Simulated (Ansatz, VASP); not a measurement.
## Ti: VASP beside Ansatz

```
CELL_PARAMETERS angstrom
0.06344 2.03000 2.03000
2.03000 0.06344 2.03000
2.09344 2.09344 0.00000
ATOMIC_POSITIONS crystal
Ti 0.00000 0.00000 0.00000
```

Change from the starting cell: strain +0.0625 x Voigt [0, 0, 0, 0, 0, 1], atoms carried along.

Alike in both runs: task single point; functional PBEsol; k mesh 20 × 20 × 20; occupations gaussian, width 0.15 eV; no spin polarisation.

|  | VASP | Ansatz |
| --- | --- | --- |
| version | VASP 6.6.1 | Ansatz 0.2.0 |
| potentials or method | VASP PAW PBE potentials, release 64 (Ti_sv), cutoff 520 eV | scalar-relativistic, plane waves, PAW |
| valence electrons in the cell | 12 | 12 |

Ansatz gave:

* gap on the k mesh at the Fermi level (eV): none
* pressure (GPa): -0.1
* traceless stress, the component that is largest in VASP (GPa): -3.67

Task: Estimate VASP's values.

Result: gap on the k mesh at the Fermi level (eV): none; pressure (GPa): -0.4; traceless stress, the component that is largest in VASP (GPa): -3.64.

VASP's potentials were made for PBE, not for PBEsol. A gap of «none» marks a metal or a gap that the smearing closes.
